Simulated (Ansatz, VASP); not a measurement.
**RbTi: VASP beside Ansatz**

File INCAR:

```
SYSTEM = RbTi
  PREC = Accurate
  ENCUT = 520
  EDIFF = 1E-7
  ISMEAR = -1
  SIGMA = 0.03
  LREAL = .FALSE.
  LASPH = .TRUE.
  NELM = 60
  ALGO = Normal
  ISIF = 2
  LWAVE = .FALSE.
  LCHARG = .FALSE.
  GGA = PS
  NBANDS = 18
```

The input KPOINTS:

```
Automatic mesh
0
G
  10 10 10
  0 0 0
```

File POSCAR:

```
RbTi
1.0
    4.0063785807      0.0200318929      0.0000000000
    0.0200318929      4.0063785807      0.0000000000
    0.0000000000      0.0000000000      4.0063785807
Rb Ti
1 1
Direct
    0.0000000000      0.0000000000      0.0000000000
    0.5000000000      0.5000000000      0.5000000000
```

Input for Ansatz:

```yaml
crystal:
  lattice:
    - [4.0063785807, 0.0200318929, 0.0]
    - [0.0200318929, 4.0063785807, 0.0]
    - [0.0, 0.0, 4.0063785807]
  atoms:
    - { symbol: Rb, position: [0.0, 0.0, 0.0] }
    - { symbol: Ti, position: [0.5, 0.5, 0.5] }
kpoints:
  mp_grid: { grid: [10, 10, 10] }
scf:
  occupations: { method: fermi_dirac, width: 0.03 }
hamiltonian:
  xc: pbesol
  pseudopotentials: { kind: all_electron, lapw: { basis_error: 0.0005 } }
output:
  forces: true
  stress: true
  eigenvalues: true
```

Change from the starting cell: xy shear strain of +1 %.

Alike in both runs: task single point; functional PBEsol; k mesh 10 × 10 × 10; occupations fermi-dirac, width 0.03 eV; no spin polarisation.

|  | VASP | Ansatz |
| --- | --- | --- |
| version | VASP 6.6.1 | Ansatz 0.2.0 |
| potentials or method | VASP PAW PBE potentials, release 64 (Rb_sv, Ti_sv), cutoff 520 eV | all-electron LAPW, scalar-relativistic |

```tsv
	VASP	Ansatz	Ansatz less VASP
pressure (GPa)	0.1	0.0	-0.04
traceless stress, the component that is largest in VASP (GPa)	-0.22	-0.22	+0.001
```

VASP's potentials were made for PBE, not for PBEsol. Ansatz ran all-electron here, and VASP with PAW potentials.
